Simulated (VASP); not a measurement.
# ZnS (F-43m) in VASP: further runs, part 3 of 3

VASP 6.6.1. Earlier steps stand in the parts before.

## 4. Single point, r2SCAN (18.98 Å³/atom)

This run uses another cell than the first one, of 18.98 Å³/atom.

The input, POSCAR:

```
ZnS
1.0
    0.0000000000      2.6673120713      2.6673120713
    2.6673120713      0.0000000000      2.6673120713
    2.6673120713      2.6673120713      0.0000000000
Zn S
1 1
Direct
    0.2500000000      0.2500000000      0.2500000000
    0.0000000000      0.0000000000      0.0000000000
```

The input, INCAR.step1:

```
PREC = Accurate
ENCUT = 520
ISMEAR = 0
SIGMA = 0.02
LREAL = False
LASPH = True
NELM = 100
NBANDS = 16
GGA = PE
ALGO = Normal
EDIFF = 1E-4
LWAVE = True
LCHARG = False
```

The input, INCAR.step2:

```
PREC = Accurate
ENCUT = 520
EDIFF = 1E-6
ISMEAR = 0
SIGMA = 0.02
LREAL = False
LASPH = True
NELM = 100
ALGO = Normal
ISIF = 2
LWAVE = False
LCHARG = False
METAGGA = R2SCAN
LMIXTAU = True
NBANDS = 16
ISTART = 1
```

The input, KPOINTS:

```
Automatic mesh
0
Gamma
  8 8 8
```

Potentials or basis: VASP PAW PBE potentials, release 64 (Zn, S).

On the command line:

```sh
> cat potpaw_PBE.64/Zn/POTCAR potpaw_PBE.64/S/POTCAR > POTCAR
> cp INCAR.step1 INCAR
> mpirun -np 1 vasp_std > vasp.out
> cp INCAR.step2 INCAR
> mpirun -np 1 vasp_std > vasp.out
```

OUTCAR:

```text
PREC = Accurate
   ENCUT = 520
   EDIFF = 1E-6
   ISMEAR = 0
   LREAL = False
   LASPH = True
   NELM = 100
   ISIF = 2
   METAGGA = R2SCAN
   ISTART = 1

 ion  position               nearest neighbor table
   1  0.250  0.250  0.250-   2 2.31   2 2.31   2 2.31   2 2.31
   2  0.000  0.000  0.000-   1 2.31   1 2.31   1 2.31   1 2.31

  LATTYP: Found a face centered cubic cell.
 ALAT       =     5.3346241426

  Lattice vectors:

 A1 = (   0.0000000000,   2.6673120713,   2.6673120713)
 A2 = (   2.6673120713,   0.0000000000,   2.6673120713)
 A3 = (   2.6673120713,   2.6673120713,   0.0000000000)

Analysis of symmetry for initial positions (statically):
=====================================================================
 Subroutine PRICEL returns:
 Original cell was already a primitive cell.

 Routine SETGRP: Setting up the symmetry group for a
 face centered cubic supercell.

 Subroutine GETGRP returns: Found 24 space group operations
 (whereof 24 operations were pure point group operations)
 out of a pool of 48 trial point group operations.

The static configuration has the point symmetry T_d .

Analysis of symmetry for dynamics (positions and initial velocities):
=====================================================================
 Subroutine PRICEL returns:
 Original cell was already a primitive cell.

 Routine SETGRP: Setting up the symmetry group for a
 face centered cubic supercell.

 Subroutine GETGRP returns: Found 24 space group operations
 (whereof 24 operations were pure point group operations)
 out of a pool of 48 trial point group operations.

The dynamic configuration has the point symmetry T_d .

 Subroutine INISYM returns: Found 24 space group operations
 (whereof 24 operations are pure point group operations),
 and found     1 'primitive' translations

----------------------------------------------------------------------------------------

                                     Primitive cell

  volume of cell :      37.9535

  direct lattice vectors                    reciprocal lattice vectors
     0.000000000  2.667312071  2.667312071    -0.187454631  0.187454631  0.187454631
     2.667312071  0.000000000  2.667312071     0.187454631 -0.187454631  0.187454631
     2.667312071  2.667312071  0.000000000     0.187454631  0.187454631 -0.187454631

  length of vectors
     3.772148906  3.772148906  3.772148906     0.324680945  0.324680945  0.324680945

  position of ions in fractional coordinates (direct lattice)
     0.250000000  0.250000000  0.250000000
     0.000000000  0.000000000  0.000000000

  ion indices of the primitive-cell ions
   primitive index   ion index
                 1           1
                 2           2

----------------------------------------------------------------------------------------

 KPOINTS: Automatic mesh

Automatic generation of k-mesh.
 Grid dimensions read from file:
 generate k-points for:    8    8    8

 Generating k-lattice:

  Cartesian coordinates                     Fractional coordinates (reciprocal lattice)
    -0.023431829  0.023431829  0.023431829     0.125000000  0.000000000  0.000000000
     0.023431829 -0.023431829  0.023431829     0.000000000  0.125000000  0.000000000
     0.023431829  0.023431829 -0.023431829     0.000000000  0.000000000  0.125000000

  Length of vectors
     0.040585118  0.040585118  0.040585118

  Shift w.r.t. Gamma in fractional coordinates (k-lattice)
     0.000000000  0.000000000  0.000000000

 Subroutine IBZKPT returns following result:
 ===========================================

 Found     29 irreducible k-points:

 Following reciprocal coordinates:
            Coordinates               Weight
  0.000000  0.000000  0.000000      1.000000
  0.125000  0.000000  0.000000      8.000000
  0.250000  0.000000  0.000000      8.000000
  0.375000  0.000000  0.000000      8.000000
  0.500000  0.000000  0.000000      4.000000
  0.125000  0.125000  0.000000      6.000000
[... 16 lines left out ...]
  0.500000  0.250000  0.125000     48.000000
 -0.375000  0.250000  0.125000     24.000000
 [... further k-points ...]
   k-points           NKPTS =     29   k-points in BZ     NKDIM =     29   number of bands    NBANDS=     16
   number of dos      NEDOS =    301   number of ions     NIONS =      2
   total plane-waves  NPLWV =  21952
   dimension x,y,z NGX =    28 NGY =   28 NGZ =   28
   dimension x,y,z NGXF=    56 NGYF=   56 NGZF=   56
   ions per type =               1   1
   NGX,Y,Z   is equivalent  to a cutoff of  12.34, 12.34, 12.34 a.u.
   NGXF,Y,Z  is equivalent  to a cutoff of  24.68, 24.68, 24.68 a.u.
 SYSTEM =  unknown system
   PREC   = accura    normal or accurate (medium, high low for compatibility)
   ISTART =      1    job   : 0-new  1-cont  2-samecut
   ICHARG =      0    charge: 1-file 2-atom 10-const
   ISPIN  =      1    spin polarized calculation?
   LNONCOLLINEAR =      F non collinear calculations
   LSORBIT =      F    spin-orbit coupling
   LASPH  =      T    aspherical Exc in radial PAW
   ENCUT  =  520.0 eV  38.22 Ry    6.18 a.u.   7.01  7.01  7.01*2*pi/ulx,y,z
   NELM   =    100;   NELMIN=  2; NELMDL=  0     # of ELM steps
   EDIFF  = 0.1E-05   stopping-criterion for ELM
   LREAL  =      F    real-space projection
   EDIFFG = 0.1E-04   stopping-criterion for IOM
   NSW    =      0    number of steps for IOM
   IBRION =     -1    ionic relax: 0-MD 1-quasi-New 2-CG
   NFREE  =      0    steps in history (QN), initial steepest desc. (CG)
   ISIF   =      2    stress and relaxation
   ISYM   =      2    0-nonsym 1-usesym 2-fastsym
   POTIM  = 0.5000    time-step for ionic-motion
   TEBEG  =    0.0;   TEEND  =   0.0 temperature during run
   PSTRESS=    0.0 pullay stress
   NELECT =      18.0000    total number of electrons
   NUPDOWN=      -1.0000    fix difference up-down
   EMIN   =  10.00;   EMAX   =-10.00  energy-range for DOS
   EFERMI =   0.00;   METHOD = LEGACY
   ISMEAR =     0;   SIGMA  =   0.02  broadening in eV -4-tet -1-fermi 0-gaus
   EFERMI_NEDOS =   21; number of points for ismear=-14 and -15
   IALGO  =     38    algorithm
   IMIX   =      4    mixing-type and parameters
     AMIX     =   0.40;   BMIX     =  1.00
     AMIX_MAG =   1.60;   BMIX_MAG =  1.00
  volume/ion in A,a.u.               =      18.98       128.06
  Fermi-wavevector in a.u.,A,eV,Ry     =   1.276679  2.412574 22.176274  1.629910
  Thomas-Fermi vector in A             =   2.409322
   LORBIT       =      0    0 simple, 1 ext, 2 COOP (PROOUT), +10 PAW based schemes
   METAGGA = R2SCAN    functional components
   LHFCALC =     F    Hartree Fock is set to
   AEXX    =    0.0000 exact exchange contribution
   IVDW    =     0    specifies the selected vdW correction
   LEPSILON=     F    determine dielectric tensor
   LRPA    =     F    only Hartree local field effects (RPA)
 non-spin polarized calculation
 Gauss-broadening in eV      SIGMA  =   0.02
  energy-cutoff  :      520.00
  volume of cell :       37.95
 maximum number of plane-waves:      1036
   NGX = 13   NGY = 13   NGZ = 13

 number of electron      18.0000019 magnetization

 Free energy of the ion-electron system (eV)
  ---------------------------------------------------
  ext. energy  EPLUGINS =         0.00000000
  ---------------------------------------------------
  free energy    TOTEN  =       -18.85727227 eV

  energy without entropy =      -18.85727227  energy(sigma->0) =      -18.85727227

 E-fermi :   2.3367     XC(G=0): -10.4820

 val. band max:        2.2042090038   @ k =   0.0000   0.0000   0.0000
 cond. band min:       5.0619798921   @ k =   0.0000   0.0000   0.0000
 fundamental gap:      2.8577708883
 Fermi energy:         2.3366590524

 k-point     1 :       0.0000    0.0000    0.0000
  band No.  band energies     occupation
      1     -11.7590      2.00000
      2      -4.4594      2.00000
      3      -4.4594      2.00000
      4      -4.4594      2.00000
      5      -3.8626      2.00000
      6      -3.8626      2.00000
[... 8 lines left out ...]
     15      14.5503      0.00000
     16      14.9854      0.00000

 k-point     2 :       0.1250    0.0000    0.0000
  band No.  band energies     occupation
      1     -11.6313      2.00000
      2      -4.4592      2.00000
      3      -4.4354      2.00000
      4      -4.4354      2.00000
      5      -3.8644      2.00000
      6      -3.8644      2.00000
[... 8 lines left out ...]
     15      13.9248      0.00000
     16      15.7683      0.00000
[... 387 lines left out ...]
      5      -3.8448      2.00000
      6      -3.7917      2.00000
[... 8 lines left out ...]
     15      16.9209      0.00000
     16      17.4156      0.00000

 k-point    24 :      -0.3750    0.2500    0.1250
  band No.  band energies     occupation
      1     -10.5709      2.00000
      2      -4.3127      2.00000
      3      -4.2456      2.00000
      4      -3.9353      2.00000
      5      -3.8513      2.00000
      6      -3.5778      2.00000
[... 8 lines left out ...]
     15      16.5027      0.00000
     16      17.4117      0.00000

 [... further k-points ...]
[... 5 lines left out ...]
  --------------------------------------------------------------------------------------
  -------------------------------------------------------------------------------------
  Total        0.6085488      0.6085488      0.6085488      0.0000000      0.0000000     -0.0000000
  in kB       25.6894330     25.6894330     25.6894330      0.0000000      0.0000000     -0.0000000
  external PRESSURE =      25.6894330 kB  Pullay stress =       0.0000000 kB

 VOLUME and BASIS-vectors are now :
 -----------------------------------------------------------------------------
  energy-cutoff  :      520.00
  volume of cell :       37.95
      direct lattice vectors                 reciprocal lattice vectors
     0.000000000  2.667312071  2.667312071    -0.187454631  0.187454631  0.187454631
     2.667312071  0.000000000  2.667312071     0.187454631 -0.187454631  0.187454631
     2.667312071  2.667312071  0.000000000     0.187454631  0.187454631 -0.187454631

 POSITION                                       TOTAL-FORCE (eV/Angst)
 -----------------------------------------------------------------------------------
      1.33366      1.33366      1.33366        -0.000000     -0.000000     -0.000000
      0.00000      0.00000      0.00000         0.000000      0.000000      0.000000
 -----------------------------------------------------------------------------------
    total drift:                               -0.000012     -0.000012     -0.000012

  FREE ENERGIE OF THE ION-ELECTRON SYSTEM (eV)
  ---------------------------------------------------
  free  energy   TOTEN  =       -18.8572722657 eV

  energy  without entropy=      -18.8572722657  energy(sigma->0) =      -18.85727227
```

Wall time 48 s (1 thread of Intel Xeon Platinum 8488C (Sapphire Rapids), shared host); peak memory 0.16 GiB.

What came out:

```
Free energy            : -18.8573 eV
Pressure               : 2.6 GPa
Band gap on the k mesh : 2.86 eV
```

Levels at points of the mesh, in eV from the valence-band top:
```tsv
k point	band 7	band 8	band 9	band 10	band 11	band 12
(0.00, 0.00, 0.00)	0.00	0.00	0.00	2.86	6.87	6.87
(0.50, 0.00, 0.00)	-5.66	-0.95	-0.95	3.89	7.37	7.37
(0.50, 0.50, 0.00)	-4.77	-2.43	-2.43	3.64	4.47	12.07
```

Caveat: the PAW data sets were made with another functional, which shifts forces and pressure a little. r2SCAN opens gaps a little over a GGA but as a rule still falls short of measured ones.

## 5. The runs side by side

| cell | k mesh | cutoff (eV) | mended | gap on the mesh (eV) | pressure (GPa) |
| --- | --- | --- | --- | --- | --- |
| a = 3.811 Å, angles 60.0°, 2 atoms | 10 × 10 × 10 | 550 | yes | 2.71 | 0.0 |
| a = 3.733 Å, angles 60.0°, 2 atoms | 8 × 8 × 8 | 520 | - | 3.01 | 5.6 |
| a = 3.772 Å, angles 60.0°, 2 atoms | 8 × 8 × 8 | 520 | - | 2.86 | 2.6 |

Alike in all rows: task single point; level r2SCAN; potentials or basis VASP PAW PBE potentials, release 64 (Zn, S); no spin polarisation; smearing gaussian 0.02 eV.

Caveats: the PAW data sets were made with another functional, which shifts forces and pressure a little; the cell stands under pressure (at least some runs).

Absolute energies hang on the potentials; compare differences alone.

## 6. How close it comes

Step 2. Measured gap of ZnS: 3.85 eV (direct; 19 K; quoted in “Electronic, vibrational, and thermodynamic properties of ZnS (zincblende and rocksalt structure)”, 2009, arxiv:0911.5022). This calculation gives 2.71 eV (-1.14 eV). The value is that of r2SCAN, without temperature or zero-point motion.
